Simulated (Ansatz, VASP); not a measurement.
CrF: VASP beside Ansatz

File INCAR:

```
PREC = Accurate ; ENCUT = 600
EDIFF = 1E-6 ; ISMEAR = 0
SIGMA = 0.1 ; LREAL = False
LASPH = True ; NELM = 150
ALGO = Normal ; ISIF = 3
LWAVE = False ; LCHARG = False
ISPIN = 2 ; MAGMOM = 4.28 0.16
LORBIT = 11 ; LMAXMIX = 4
GGA = PE ; IBRION = 2
NSW = 90 ; EDIFFG = -0.04
```

Contents of KPOINTS:

```
regular mesh
0
Gamma
  6 6 6
```

File POSCAR:

```
CrF
1.0
    2.6126586116      0.0000000000      0.0000000000
    0.0000000000      2.6126586116      0.0000000000
    0.0000000000      0.0000000000      3.4244489659
Cr F
1 1
Direct
    0.5000000000      0.5000000000      0.5000000000
    0.0000000000      0.0000000000      0.0000000000
```

Input for Ansatz:

```yaml
crystal:
  lattice:
    - [2.6126586116, 0.0, 0.0]
    - [0.0, 2.6126586116, 0.0]
    - [0.0, 0.0, 3.4244489659]
  atoms:
    - { symbol: Cr, position: [0.5, 0.5, 0.5], spin: 4.28 }
    - { symbol: F, position: [0.0, 0.0, 0.0], spin: 0.16 }
basis:
  ecutwfc: 420
kpoints:
  mp_grid: { grid: [6, 6, 6] }
hamiltonian:
  xc: pbe
scf:
  occupations: { method: gaussian, width: 0.1 }
  lower_state_search: "off"
output:
  forces: true
  stress: true
  eigenvalues: true
  populations: true
magnetization:
  spin_polarized: true
relax:
  adjacent_minimum: "off"
  f_tol: 0.04
  max_steps: 70
  cell: { stress_tol: 0.4 }
```

Alike in both runs: task relaxation of cell and atoms; functional PBE; k mesh 6 × 6 × 6; occupations gaussian, width 0.1 eV; collinear spin.

```csv
,VASP,Ansatz
version,VASP 6.6.1,Ansatz 0.2.0
potentials or method,"VASP PAW PBE potentials, release 64 (Cr_pv, F), cutoff 600 eV","scalar-relativistic, plane waves, PAW"
valence electrons in the cell,19,21
```

|  | VASP | Ansatz | Ansatz less VASP |
| --- | --- | --- | --- |
| gap on the k mesh at the Fermi level, each at its own relaxed structure (eV) | none | none | - |
| net moment per atom (μB) | 2.47 | 2.47 | 0.000 |
| size of the moment on the site where the two differ most (μB) | 4.29 | 4.12 | -0.175 |
| relaxed volume (Å³/atom) | 13.60 | 13.71 | +0.107 |
| relaxed cell length with the largest relative difference (Å) | 2.997 | 3.010 | +0.0124 |

Site moments also hang on the region over which each program counts them. A gap of «none» marks a metal or a gap that the smearing closes. VASP's potentials hold 19 valence electrons a cell and Ansatz's 21, so a difference there can come from the potentials and not from the codes.

The k mesh is coarse, so the values compare programs but aren't converged. Noted on VASP's run: the volume moved by over 15 % at a fixed basis, so the end points are rough.
